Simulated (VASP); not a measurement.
# HfC (Fm-3m) in VASP: further runs

Aim: see how the results for HfC move with the level of theory and the settings. Levels: LDA, LDA+U. Tasks: single point.

All numbers are computed with VASP 6.6.1; they aren't measurements. Logs are shortened: lines on timing, memory, paths and dates and some standing lists are left out, and cuts for length are marked.

### Step 1. The cell of the first run

Symmetry: Fm-3m, No. 225, cubic system. Conventional cell: a = 4.725 Å, b = 4.725 Å, c = 4.725 Å, α = 90.00°, β = 90.00°, γ = 90.00°. Within 3.1 Å of Hf (site symmetry m-3m) lie 6 C at 2.36 Å. Within 3.1 Å of C (site symmetry m-3m) lie 6 Hf at 2.36 Å.

### Step 2. Single point, LDA (volume scaled by 1.06)

Contents of INCAR:

```
SYSTEM = HfC
ALGO = Normal
EDIFF = 1E-7
ENCUT = 520
GGA = CA
ISIF = 2
ISMEAR = -1
LASPH = .True.
LCHARG = .False.
LREAL = .False.
LWAVE = .False.
NBANDS = 14
NELM = 80
PREC = Accurate
SIGMA = 0.05
```

Contents of KPOINTS:

```
k-points
0
Gamma
  14 14 14
  0 0 0
```

Contents of POSCAR:

```
HfC
1.0
    0.0000000000      2.3625844756      2.3625844756
    2.3625844756      0.0000000000      2.3625844756
    2.3625844756      2.3625844756      0.0000000000
Hf C
1 1
Direct
    0.0000000000      0.0000000000      0.0000000000
    0.5000000000      0.5000000000      0.5000000000
```

Potentials or basis: VASP PAW LDA potentials, release 64 (Hf_pv, C).

Started as:

```sh
$ cat potpaw_LDA.64/Hf_pv/POTCAR potpaw_LDA.64/C/POTCAR > POTCAR
$ mpirun -np 1 vasp_std > vasp.out
```

OUTCAR:

```text
SYSTEM = HfC
   EDIFF = 1E-7
   ENCUT = 520
   GGA = CA
   ISIF = 2
   ISMEAR = -1
   LASPH = .True.
   LREAL = .False.
   NELM = 80
   PREC = Accurate

 ion  position               nearest neighbor table
   1  0.000  0.000  0.000-   2 2.36   2 2.36   2 2.36   2 2.36   2 2.36   2 2.36
   2  0.500  0.500  0.500-   1 2.36   1 2.36   1 2.36   1 2.36   1 2.36   1 2.36

  LATTYP: Found a face centered cubic cell.
 ALAT       =     4.7251689512

  Lattice vectors:

 A1 = (   0.0000000000,   2.3625844756,   2.3625844756)
 A2 = (   2.3625844756,   0.0000000000,   2.3625844756)
 A3 = (   2.3625844756,   2.3625844756,   0.0000000000)

Analysis of symmetry for initial positions (statically):
=====================================================================
 Subroutine PRICEL returns:
 Original cell was already a primitive cell.

 Routine SETGRP: Setting up the symmetry group for a
 face centered cubic supercell.

 Subroutine GETGRP returns: Found 48 space group operations
 (whereof 48 operations were pure point group operations)
 out of a pool of 48 trial point group operations.

The static configuration has the point symmetry O_h .

Analysis of symmetry for dynamics (positions and initial velocities):
=====================================================================
 Subroutine PRICEL returns:
 Original cell was already a primitive cell.

 Routine SETGRP: Setting up the symmetry group for a
 face centered cubic supercell.

 Subroutine GETGRP returns: Found 48 space group operations
 (whereof 48 operations were pure point group operations)
 out of a pool of 48 trial point group operations.

The dynamic configuration has the point symmetry O_h .

 Subroutine INISYM returns: Found 48 space group operations
 (whereof 48 operations are pure point group operations),
 and found     1 'primitive' translations

----------------------------------------------------------------------------------------

                                     Primitive cell

  volume of cell :      26.3750

  direct lattice vectors                    reciprocal lattice vectors
     0.000000000  2.362584476  2.362584476    -0.211632644  0.211632644  0.211632644
     2.362584476  0.000000000  2.362584476     0.211632644 -0.211632644  0.211632644
     2.362584476  2.362584476  0.000000000     0.211632644  0.211632644 -0.211632644

  length of vectors
     3.341199008  3.341199008  3.341199008     0.366558493  0.366558493  0.366558493

  position of ions in fractional coordinates (direct lattice)
[... 8 lines left out ...]
----------------------------------------------------------------------------------------

 KPOINTS: k-points

Automatic generation of k-mesh.
 Grid dimensions read from file:
 generate k-points for:   14   14   14

 Generating k-lattice:

  Cartesian coordinates                     Fractional coordinates (reciprocal lattice)
    -0.015116617  0.015116617  0.015116617     0.071428571  0.000000000  0.000000000
     0.015116617 -0.015116617  0.015116617     0.000000000  0.071428571  0.000000000
     0.015116617  0.015116617 -0.015116617     0.000000000  0.000000000  0.071428571

  Length of vectors
     0.026182749  0.026182749  0.026182749

  Shift w.r.t. Gamma in fractional coordinates (k-lattice)
     0.000000000  0.000000000  0.000000000

 Subroutine IBZKPT returns following result:
 ===========================================

 Found    104 irreducible k-points:

 Following reciprocal coordinates:
            Coordinates               Weight
  0.000000  0.000000  0.000000      1.000000
  0.071429  0.000000  0.000000      8.000000
  0.142857  0.000000  0.000000      8.000000
  0.214286  0.000000  0.000000      8.000000
  0.285714  0.000000  0.000000      8.000000
  0.357143  0.000000  0.000000      8.000000
[... 16 lines left out ...]
  0.214286  0.142857  0.000000     24.000000
  0.285714  0.142857  0.000000     24.000000
 [... further k-points ...]
   k-points           NKPTS =    104   k-points in BZ     NKDIM =    104   number of bands    NBANDS=     14
   number of dos      NEDOS =    301   number of ions     NIONS =      2
   total plane-waves  NPLWV =  21952
   dimension x,y,z NGX =    28 NGY =   28 NGZ =   28
   dimension x,y,z NGXF=    56 NGYF=   56 NGZF=   56
   ions per type =               1   1
   NGX,Y,Z   is equivalent  to a cutoff of  13.93, 13.93, 13.93 a.u.
   NGXF,Y,Z  is equivalent  to a cutoff of  27.86, 27.86, 27.86 a.u.
 SYSTEM =  HfC
   PREC   = accura    normal or accurate (medium, high low for compatibility)
   ISTART =      0    job   : 0-new  1-cont  2-samecut
   ICHARG =      2    charge: 1-file 2-atom 10-const
   ISPIN  =      1    spin polarized calculation?
   LNONCOLLINEAR =      F non collinear calculations
   LSORBIT =      F    spin-orbit coupling
   LASPH  =      T    aspherical Exc in radial PAW
   ENCUT  =  520.0 eV  38.22 Ry    6.18 a.u.   6.21  6.21  6.21*2*pi/ulx,y,z
   NELM   =     80;   NELMIN=  2; NELMDL= -5     # of ELM steps
   EDIFF  = 0.1E-06   stopping-criterion for ELM
   LREAL  =      F    real-space projection
   EDIFFG = 0.1E-05   stopping-criterion for IOM
   NSW    =      0    number of steps for IOM
   IBRION =     -1    ionic relax: 0-MD 1-quasi-New 2-CG
   NFREE  =      0    steps in history (QN), initial steepest desc. (CG)
   ISIF   =      2    stress and relaxation
   ISYM   =      2    0-nonsym 1-usesym 2-fastsym
   POTIM  = 0.5000    time-step for ionic-motion
   TEBEG  =    0.0;   TEEND  =   0.0 temperature during run
   PSTRESS=    0.0 pullay stress
   NELECT =      14.0000    total number of electrons
   NUPDOWN=      -1.0000    fix difference up-down
   EMIN   =  10.00;   EMAX   =-10.00  energy-range for DOS
   EFERMI =   0.00;   METHOD = LEGACY
   ISMEAR =    -1;   SIGMA  =   0.05  broadening in eV -4-tet -1-fermi 0-gaus
   EFERMI_NEDOS =   21; number of points for ismear=-14 and -15
   IALGO  =     38    algorithm
   IMIX   =      4    mixing-type and parameters
     AMIX     =   0.40;   BMIX     =  1.00
     AMIX_MAG =   1.60;   BMIX_MAG =  1.00
  volume/ion in A,a.u.               =      13.19        88.99
  Fermi-wavevector in a.u.,A,eV,Ry     =   1.325522  2.504873 23.905541  1.757008
  Thomas-Fermi vector in A             =   2.454976
   LORBIT       =      0    0 simple, 1 ext, 2 COOP (PROOUT), +10 PAW based schemes
   GGA     = CA    functional components
   LHFCALC =     F    Hartree Fock is set to
   AEXX    =    0.0000 exact exchange contribution
   IVDW    =     0    specifies the selected vdW correction
   LEPSILON=     F    determine dielectric tensor
   LRPA    =     F    only Hartree local field effects (RPA)
 non-spin polarized calculation
  energy-cutoff  :      520.00
  volume of cell :       26.37
 maximum number of plane-waves:       725
 NGX is ok and might be reduce to    28
   NGX = 13   NGY = 13   NGZ = 13

 number of electron      14.0000000 magnetization

 Free energy of the ion-electron system (eV)
  ---------------------------------------------------
  ext. energy  EPLUGINS =         0.00000000
  ---------------------------------------------------
  free energy    TOTEN  =       -22.72413475 eV

  energy without entropy =      -22.72132291  energy(sigma->0) =      -22.72272883

 E-fermi :   5.4414     XC(G=0): -12.2565

 val. band max:        5.3784843706   @ k =   0.5000   0.5000   0.0000
 cond. band min:       5.4696426943   @ k =   0.4286   0.3571   0.0000
 fundamental gap:      0.0911583237
 Fermi energy:         5.4413610359

 k-point     1 :       0.0000    0.0000    0.0000
  band No.  band energies     occupation
      1     -24.1555      2.00000
      2     -24.1555      2.00000
      3     -24.1555      2.00000
      4      -6.4304      2.00000
      5       6.4721      0.00000
      6       6.4721      0.00000
      7       6.4721      0.00000
      8       6.7553      0.00000
      9       6.7553      0.00000
     10       6.7553      0.00000
     11       8.6461      0.00000
     12       8.6461      0.00000
     13      11.8586      0.00000
     14      16.3810      0.00000

 k-point     2 :       0.0714    0.0000    0.0000
  band No.  band energies     occupation
      1     -24.1857      2.00000
      2     -24.1585      2.00000
      3     -24.1585      2.00000
      4      -6.3096      2.00000
      5       5.5888      0.09956
      6       5.8587      0.00047
      7       5.8587      0.00047
      8       7.0114      0.00000
      9       7.0114      0.00000
     10       7.3247      0.00000
     11       9.2530      0.00000
     12       9.2530      0.00000
     13      12.1478      0.00000
     14      16.7179      0.00000

 k-point     3 :       0.1429    0.0000    0.0000
  band No.  band energies     occupation
      1     -24.2692      2.00000
      2     -24.1669      2.00000
      3     -24.1669      2.00000
      4      -5.9592      2.00000
      5       4.3987      2.00000
      6       4.9777      1.99981
      7       4.9777      1.99981
      8       7.4002      0.00000
      9       7.4002      0.00000
     10       7.7481      0.00000
     11      10.4778      0.00000
     12      10.4778      0.00000
     13      12.8638      0.00000
     14      17.6230      0.00000
[... 324 lines left out ...]
 k-point    23 :       0.2143    0.1429    0.0000
  band No.  band energies     occupation
      1     -24.3372      2.00000
      2     -24.2113      2.00000
      3     -24.2052      2.00000
      4      -5.4734      2.00000
      5       2.9079      2.00000
      6       4.7033      2.00000
      7       4.9988      1.99971
      8       6.1443      0.00000
      9       8.8731      0.00000
     10       9.2245      0.00000
     11       9.9137      0.00000
     12      11.4769      0.00000
     13      14.7478      0.00000
     14      18.0599      0.00000

 k-point    24 :       0.2857    0.1429    0.0000
  band No.  band energies     occupation
      1     -24.4423      2.00000
      2     -24.2281      2.00000
      3     -24.2188      2.00000
      4      -4.9626      2.00000
      5       2.1813      2.00000
      6       3.8906      2.00000
      7       4.4238      2.00000
      8       6.5936      0.00000
      9       9.3390      0.00000
     10       9.6591      0.00000
     11      11.1215      0.00000
     12      12.4859      0.00000
     13      15.5508      0.00000
     14      18.0552      0.00000

 [... further k-points ...]

------------------------ aborting loop because EDIFF is reached ----------------------------------------

  FORCE on cell =-STRESS in cart. coord.  units (eV):
  Direction    XX          YY          ZZ          XY          YZ          ZX
  --------------------------------------------------------------------------------------
  -------------------------------------------------------------------------------------
  Total       -3.4739311     -3.4739311     -3.4739311      0.0000000      0.0000000     -0.0000000
  in kB     -211.0278404   -211.0278404   -211.0278404      0.0000000      0.0000000     -0.0000000
  external PRESSURE =    -211.0278404 kB  Pullay stress =       0.0000000 kB

 VOLUME and BASIS-vectors are now :
 -----------------------------------------------------------------------------
  energy-cutoff  :      520.00
  volume of cell :       26.37
      direct lattice vectors                 reciprocal lattice vectors
     0.000000000  2.362584476  2.362584476    -0.211632644  0.211632644  0.211632644
     2.362584476  0.000000000  2.362584476     0.211632644 -0.211632644  0.211632644
     2.362584476  2.362584476  0.000000000     0.211632644  0.211632644 -0.211632644

 POSITION                                       TOTAL-FORCE (eV/Angst)
 -----------------------------------------------------------------------------------
      0.00000      0.00000      0.00000         0.000000      0.000000      0.000000
      2.36258      2.36258      2.36258         0.000000      0.000000     -0.000000
 -----------------------------------------------------------------------------------
    total drift:                                0.000000      0.000000      0.000000

  FREE ENERGIE OF THE ION-ELECTRON SYSTEM (eV)
  ---------------------------------------------------
  free  energy   TOTEN  =       -22.7241347533 eV

  energy  without entropy=      -22.7213229136  energy(sigma->0) =      -22.72272883
```

Wall time 26 s (1 thread of Intel Xeon 6975P-C, shared host); peak memory 0.17 GiB.

What came out:

```yaml
Free_energy: -22.7241 eV
Pressure: -21.1 GPa
Band_gap_on_the_k_mesh: zero (band 7 reaches 6.47 eV, above the bottom of band 8 at 5.07 eV)
```

Caveat: the cell differs from its parent crystal (volume scaled by 1.06); spin-orbit coupling is left out, which moves the levels of the heavy elements.

### Step 3. Single point, LDA+U

This run uses another cell than the first one, of 11.70 Å³/atom, 0.887 times its volume.

Contents of INCAR:

```
ALGO     = Normal         # electronic algorithm
EDIFF    = 1E-6           # SCF threshold, eV
ENCUT    = 520            # plane-wave cutoff, eV
GGA      = CA             # functional
ISIF     = 2              # what is computed and relaxed
ISMEAR   = -1             # smearing method
LASPH    = T              # aspherical terms in the spheres
LCHARG   = T              # write CHGCAR
LDAU     = T              # DFT+U
LDAUJ    = 0 0          
LDAUL    = 2 -1           # shell
LDAUPRINT= 1            
LDAUTYPE = 2            
LDAUU    = 2 0            # U, eV
LELF     = T              # ELF
LMAXMIX  = 4              # l up to which the mixer works
LREAL    = F              # projectors in reciprocal space
LVHAR    = T            
LWAVE    = F              # write WAVECAR
NBANDS   = 14             # bands
NELM     = 150            # most SCF steps
PREC     = Accurate       # precision mode
SIGMA    = 0.05           # smearing width, eV
```

Contents of KPOINTS:

```
k-points
0
Gamma
  14 14 14
```

Contents of POSCAR:

```
HfC
1.0
    0.0000000000      2.2702394045      2.2702394045
    2.2702394045      0.0000000000      2.2702394045
    2.2702394045      2.2702394045      0.0000000000
Hf C
1 1
Direct
    0.0000000000      0.0000000000      0.0000000000
    0.5000000000      0.5000000000      0.5000000000
```

Potentials or basis: VASP PAW LDA potentials, release 64 (Hf_pv, C).

Started as:

```sh
$ cat potpaw_LDA.64/Hf_pv/POTCAR potpaw_LDA.64/C/POTCAR > POTCAR
$ mpirun -np 1 vasp_std > vasp.out
```

OUTCAR:

```text
EDIFF = 1E-6
   ENCUT = 520
   GGA = CA
   ISIF = 2
   ISMEAR = -1
   LASPH = T
   LREAL = F
   NELM = 150
   PREC = Accurate

 ion  position               nearest neighbor table
   1  0.000  0.000  0.000-   2 2.27   2 2.27   2 2.27   2 2.27   2 2.27   2 2.27
   2  0.500  0.500  0.500-   1 2.27   1 2.27   1 2.27   1 2.27   1 2.27   1 2.27

  LATTYP: Found a face centered cubic cell.
 ALAT       =     4.5404788090

  Lattice vectors:

 A1 = (   0.0000000000,   2.2702394045,   2.2702394045)
 A2 = (   2.2702394045,   0.0000000000,   2.2702394045)
 A3 = (   2.2702394045,   2.2702394045,   0.0000000000)

Analysis of symmetry for initial positions (statically):
=====================================================================
 Subroutine PRICEL returns:
 Original cell was already a primitive cell.

 Routine SETGRP: Setting up the symmetry group for a
 face centered cubic supercell.

 Subroutine GETGRP returns: Found 48 space group operations
 (whereof 48 operations were pure point group operations)
 out of a pool of 48 trial point group operations.

[... 209 lines left out ...]
      3     -22.7945      2.00000
      4      -5.9787      2.00000
      5       7.6598      0.00000
      6       7.6598      0.00000
      7       7.6598      0.00000
      8       8.2352      0.00000
      9       8.2352      0.00000
     10       8.2352      0.00000
     11      10.3210      0.00000
     12      10.3210      0.00000
     13      14.3504      0.00000
     14      17.6635      0.00000
[... 377 lines left out ...]
      1     -23.2427      2.00000
      2     -22.9047      2.00000
      3     -22.8903      2.00000
      4      -4.2252      2.00000
      5       3.0340      2.00000
      6       4.9241      2.00000
      7       5.4925      2.00000
      8       7.9487      0.00000
      9      11.2168      0.00000
     10      11.5550      0.00000
     11      13.1225      0.00000
     12      14.8189      0.00000
     13      18.0010      0.00000
     14      19.4668      0.00000

 [... further k-points ...]

------------------------ aborting loop because EDIFF is reached ----------------------------------------

  FORCE on cell =-STRESS in cart. coord.  units (eV):
  Direction    XX          YY          ZZ          XY          YZ          ZX
  --------------------------------------------------------------------------------------
  -------------------------------------------------------------------------------------
  Total        2.1700646      2.1700646      2.1700646     -0.0000000     -0.0000000      0.0000000
  in kB      148.5724447    148.5724447    148.5724447     -0.0000000     -0.0000000      0.0000000
  external PRESSURE =     148.5724447 kB  Pullay stress =       0.0000000 kB

 VOLUME and BASIS-vectors are now :
 -----------------------------------------------------------------------------
  energy-cutoff  :      520.00
  volume of cell :       23.40
      direct lattice vectors                 reciprocal lattice vectors
     0.000000000  2.270239404  2.270239404    -0.220241090  0.220241090  0.220241090
     2.270239404  0.000000000  2.270239404     0.220241090 -0.220241090  0.220241090
     2.270239404  2.270239404  0.000000000     0.220241090  0.220241090 -0.220241090

 POSITION                                       TOTAL-FORCE (eV/Angst)
 -----------------------------------------------------------------------------------
      0.00000      0.00000      0.00000        -0.000000     -0.000000      0.000000
      2.27024      2.27024      2.27024         0.000000      0.000000     -0.000000
 -----------------------------------------------------------------------------------
    total drift:                                0.000000     -0.000000     -0.000000

  FREE ENERGIE OF THE ION-ELECTRON SYSTEM (eV)
  ---------------------------------------------------
  free  energy   TOTEN  =       -21.4237921862 eV

  energy  without entropy=      -21.4213718048  energy(sigma->0) =      -21.42258200
```

It took 11 s on 1 thread of Intel Xeon 6975P-C, shared host; peak memory 0.16 GiB.

Results:

| Quantity | Value |
| --- | --- |
| Free energy | -21.4238 eV |
| Pressure | 14.9 GPa |
| Band gap on the k mesh | zero (band 7 reaches 7.66 eV, above the bottom of band 8 at 6.25 eV) |

Eigenvalues of the final occupation matrices:
| site | spin | trace | eigenvalues |
| --- | --- | --- | --- |
| site 1 d | 1 | 0.90 | 0.13 0.13 0.13 0.25 0.25 |
| site 1 d | 2 | 0.90 | 0.13 0.13 0.13 0.25 0.25 |

Caveat: spin-orbit coupling is left out, which moves the levels of the heavy elements; U without spin polarisation on a metal has little footing; the U is typed as a test and isn't derived for this compound.
